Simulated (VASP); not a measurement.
As, 2 atoms in the cell. The structure is tetragonal, space group I4_1/amd (No. 141). Conventional cell: a = 5.344 Å, b = 5.344 Å, c = 2.843 Å, α = 90.00°, β = 90.00°, γ = 90.00°. Within 3.6 Å of As (site symmetry -4m2) lie 10 As at 2.76 to 3.42 Å. 

- Program: VASP 6.6.1
- Task: single point
- Functional: PBE
- Potentials or basis: VASP PAW PBE potentials, release 64 (As)
- Cutoff: 520 eV
- k mesh: 17 × 17 × 17
- Occupations: fermi-dirac, width 0.1 eV
- Spin: no spin polarisation
- Dipole correction: no
- Further INCAR settings: ALGO = Normal; EDIFF = 1e-06; NBANDS = 12

Potentials or basis: VASP PAW PBE potentials, release 64 (As).

Command:

```console
$ cat potpaw_PBE.64/As/POTCAR > POTCAR
$ mpirun -np 1 vasp_std > vasp.out
```

Hardware: 1 thread of Intel(R) Xeon(R) Platinum 8259CL CPU @ 2.50GHz (Skylake/Cascade Lake), on a shared host.

Question: Estimate the wall time of this run.

Answer: Run time: 2.5 min on 1 thread of Intel(R) Xeon(R) Platinum 8259CL CPU @ 2.50GHz (Skylake/Cascade Lake) (shared host), peak memory 0.3 GiB. Counts: scf iterations 10, k points 405.
